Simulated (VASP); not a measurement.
Set up this calculation in VASP 6.6.1, as the native input.

| Item | Value |
| --- | --- |
| Task | single point |
| Functional | r2SCAN |
| Potentials or basis | VASP PAW PBE potentials, release 64 (Ir, B, Si) |
| Cutoff | 520 eV |
| k mesh | 6 × 6 × 6 |
| Occupations | methfessel-paxton, width 0.0109 eV |
| Spin | no spin polarisation |
| Dipole correction | no |
| Further INCAR settings | ALGO = Normal; EDIFF = 1e-06; NBANDS = 22 |

Crystal: SiB2Ir2.

```
Ir B Si
1.0
     0.00000    3.91322    0.00000
     3.91322    0.00000    0.00000
     1.95661    1.95661   -3.73062
Ir B Si
2 2 1
Cartesian
  1.9566 3.9132 -1.8653
  3.9132 1.9566 -1.8653
  1.9566 1.9566 -0.8336
  3.9132 3.9132 -2.8970
  0.0000 0.0000 0.0000
```

One way to write it, as run:

POSCAR

```
SiB2Ir2
1.0
    0.0000000000      3.9132220940      0.0000000000
    3.9132220940      0.0000000000      0.0000000000
    1.9566110470      1.9566110470     -3.7306247279
Ir B Si
2 2 1
Direct
    0.7500000000      0.2500000000      0.5000000000
    0.2500000000      0.7500000000      0.5000000000
    0.3882729854      0.3882729854      0.2234540292
    0.6117270146      0.6117270146      0.7765459708
    0.0000000000      0.0000000000      0.0000000000
```

INCAR.step1

```
SYSTEM = SiB2Ir2
ALGO = Normal
EDIFF = 1E-4
ENCUT = 520
GGA = PE
ISMEAR = 1
LASPH = .TRUE.
LCHARG = .FALSE.
LREAL = .FALSE.
LWAVE = .TRUE.
NBANDS = 22
NELM = 80
PREC = Accurate
SIGMA = 0.0109
```

INCAR.step2

```
SYSTEM = SiB2Ir2
ALGO = Normal
EDIFF = 1E-6
ENCUT = 520
ISIF = 2
ISMEAR = 1
ISTART = 1
LASPH = .TRUE.
LCHARG = .FALSE.
LMIXTAU = .TRUE.
LREAL = .FALSE.
LWAVE = .FALSE.
METAGGA = R2SCAN
NBANDS = 22
NELM = 80
PREC = Accurate
SIGMA = 0.0109
```

KPOINTS

```
k-points
0
G
  6 6 6
  0 0 0
```

Potentials or basis: VASP PAW PBE potentials, release 64 (Ir, B, Si).

Run with:

```bash
$ cat potpaw_PBE.64/Ir/POTCAR potpaw_PBE.64/B/POTCAR potpaw_PBE.64/Si/POTCAR > POTCAR
$ cp INCAR.step1 INCAR
$ mpirun -np 1 vasp_std > vasp.out
$ cp INCAR.step2 INCAR
$ mpirun -np 1 vasp_std > vasp.out
```

Results of the run:

* Pressure: 1.4 GPa
* Largest force: 0.097 eV/Å
* Band gap on the k mesh: zero (bands 14 and 15 overlap by 1.07 eV)

Caveat: the PAW data sets were made with another functional, which shifts forces and pressure a little; spin-orbit coupling is left out, which moves the levels of the heavy elements.

Run time: 2.2 min on 1 thread of Intel(R) Xeon(R) Platinum 8259CL CPU @ 2.50GHz (Skylake/Cascade Lake) (shared host), peak memory 0.2 GiB.
